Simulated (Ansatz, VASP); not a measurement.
**NaI in VASP and in Ansatz**

INCAR

```
PREC = Accurate ; ENCUT = 520
EDIFF = 1E-8 ; ISMEAR = -1
SIGMA = 0.01 ; LREAL = False
LASPH = True ; NELM = 80
ALGO = Normal ; ISIF = 2
LWAVE = False ; LCHARG = False
GGA = PE ; LEFG = True
NBANDS = 14
```

KPOINTS

```
Automatic mesh
0
Gamma
  7 7 7
```

POSCAR

```
NaI
1.0
    0.0000000000      3.2364000000      3.2364000000
    3.2364000000      0.0000000000      3.2364000000
    3.2364000000      3.2364000000      0.0000000000
Na I
1 1
Direct
    0.0000000000      0.0000000000      0.0000000000
    0.5000000000      0.5000000000      0.5000000000
```

Input for Ansatz:

```yaml
crystal:
  lattice:
    - [0.0, 3.2364, 3.2364]
    - [3.2364, 0.0, 3.2364]
    - [3.2364, 3.2364, 0.0]
  atoms:
    - { symbol: Na, position: [0.0, 0.0, 0.0] }
    - { symbol: I, position: [0.5, 0.5, 0.5] }
kpoints:
  mp_grid: { grid: [7, 7, 7] }
  band_path:
    path:
      - [0.0, 0.0, 0.0]
      - [0.5, 0.0, 0.5]
      - [0.625, 0.25, 0.625]
      - [0.375, 0.375, 0.75]
      - [0.0, 0.0, 0.0]
      - [0.5, 0.5, 0.5]
      - [0.5, 0.25, 0.75]
      - [0.5, 0.0, 0.5]
    npoints: 8
scf:
  occupations: { method: fermi_dirac, width: 0.01 }
hamiltonian:
  xc: pbe
  pseudopotentials: { kind: paw }
output:
  forces: true
  stress: true
  eigenvalues: true
  efg: { contact_densities: true }
  populations: true
  bader: true
  dos: { projected: true, de: 0.2, e_range: [-14, 8] }
```

Alike in both runs: task electric field gradients; functional PBE; k mesh 7 × 7 × 7; occupations fermi-dirac, width 0.01 eV; no spin polarisation.

|  | VASP | Ansatz |
| --- | --- | --- |
| version | VASP 6.6.1 | Ansatz 0.2.0 |
| potentials or method | VASP PAW PBE potentials, release 64 (Na_pv, I) | PAW with Ansatz's default frozen-core files, scalar-relativistic |
| plane-wave cutoff (eV) | 520 | 420 |
| valence electrons in the cell | 14 | 26 |

```csv
,VASP,Ansatz,Ansatz less VASP
gap on the k mesh at the Fermi level (eV),3.64,3.64,+0.004
pressure (GPa),0.4,0.4,-0.01
```

VASP's potentials hold 14 valence electrons a cell and Ansatz's 26, so a difference there can come from the potentials and not from the codes.

Neither program's run includes spin-orbit coupling.
